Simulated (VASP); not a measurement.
Set up this calculation in VASP 6.6.1, as the native input.

- Task: single point
- Functional: PBEsol
- Potentials or basis: VASP PAW PBE potentials, release 64 (Cd, Sn_d, Se)
- Cutoff: 520 eV
- k mesh: 4 × 4 × 4
- Occupations: fermi-dirac, width 0.03 eV
- Spin: no spin polarisation
- Dipole correction: no
- Further INCAR settings: ALGO = Normal; EDIFF = 1e-06; NBANDS = 37

The structure of Cd2SnSe3 lies in POSCAR:

```
Cd2SnSe3
1.0
    2.6877087546      1.5517493710      5.9595068798
   -2.6877087546      1.5517493710      5.9595068798
    0.0000000000     -3.1034987479      5.9595068782
Cd Sn Se
2 1 3
Direct
    0.6733573724      0.6733573724      0.6733573724
    0.3266426276      0.3266426276      0.3266426276
    0.0000000000      0.0000000000      0.0000000000
    0.0000000000      0.5000000000      0.0000000000
    0.5000000000      0.0000000000      0.0000000000
    0.0000000000      0.0000000000      0.5000000000
```

The input as run:

INCAR

```
PREC = Accurate
ENCUT = 520
EDIFF = 1E-6
ISMEAR = -1
SIGMA = 0.03
LREAL = F
LASPH = T
NELM = 60
ALGO = Normal
ISIF = 2
LWAVE = F
LCHARG = F
GGA = PS
NBANDS = 37
```

KPOINTS

```
regular mesh
0
Gamma
  4 4 4
```

Potentials or basis: VASP PAW PBE potentials, release 64 (Cd, Sn_d, Se).

The run is started by

```console
$ cat potpaw_PBE.64/Cd/POTCAR potpaw_PBE.64/Sn_d/POTCAR potpaw_PBE.64/Se/POTCAR > POTCAR
$ mpirun -np 1 vasp_std > vasp.out
```

Results of the run:

```yaml
Pressure: 0.2 GPa
Largest_force: 0.007 eV/Å
Band_gap_on_the_k_mesh: zero (bands 28 and 29 overlap by 2.68 eV)
```

Caveat: the PAW data sets were made with another functional, which shifts forces and pressure a little; spin-orbit coupling is left out, which moves the levels of the heavy elements.

Wall time 62 s on 1 thread of Intel(R) Xeon(R) Platinum 8559C (Emerald Rapids) (shared host), peak memory 0.37 GiB.
